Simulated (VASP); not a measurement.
The system is SnTe.

```
Sn Te
1.0
    -3.15324    0.00758   -3.15410
    -3.19939   -3.16383    0.05373
    -6.52525    3.23656    3.36529
Sn Te
2 2
Direct
  0.50128 0.49784 0.50731
  0.99155 0.00077 0.00674
  0.25470 0.25625 0.24514
  0.75247 0.74513 0.74082
```

```yaml
Program: VASP 6.6.1
Task: relaxation of cell and atoms
Functional: PBE
Potentials_or_basis: VASP PAW PBE potentials, release 64 (Sn_d, Te)
Cutoff: 600 eV
k_mesh: 6 × 6 × 6
Occupations: gaussian, width 0.2 eV
Spin: no spin polarisation
```

At the start: pressure 0.0 GPa; volume 32.99 Å³/atom.

**Question.** How do energy, volume and symmetry change on relaxing?

**Answer.** Over 15 steps the energy falls by 5.9 meV/atom and the volume is 33.24 Å³/atom (+0.8 %); space group Cm (No. 8, to 0.1 Å) before, R3m (No. 160, to 0.1 Å).

The path:
```csv
step,energy change (eV),largest force (eV/Å),pressure (GPa),volume (Å³)
1,0.0000,0.1885,0.03,131.98
2,-0.0104,0.1555,0.01,132.10
3,-0.0121,0.1332,-0.01,132.16
4,-0.0179,0.0856,-0.01,132.20
5,-0.0200,0.0477,-0.01,132.23
6,-0.0205,0.0409,0.01,132.16
7,-0.0209,0.0322,0.06,132.06
8,-0.0212,0.0311,0.05,132.15
9,-0.0218,0.0416,0.00,132.42
10,-0.0219,0.0460,-0.02,132.52
11,-0.0223,0.0442,-0.01,132.59
12,-0.0231,0.0378,0.00,132.81
13,-0.0223,0.0515,0.10,133.24
14,-0.0232,0.0349,0.01,132.90
15,-0.0236,0.0193,0.03,132.97
```

Final structure:
```
Sn Te
1.0
    -3.19326   -0.00061   -3.19397
    -3.20111   -3.19851    0.00708
    -6.46984    3.26018    3.27780
Sn Te
2 2
Cartesian
  -6.4912 0.0792 0.1131
  -6.4535 -3.1461 -3.1306
  -3.1531 -0.0330 -0.0404
  -9.5929 -0.0076 0.0073
```
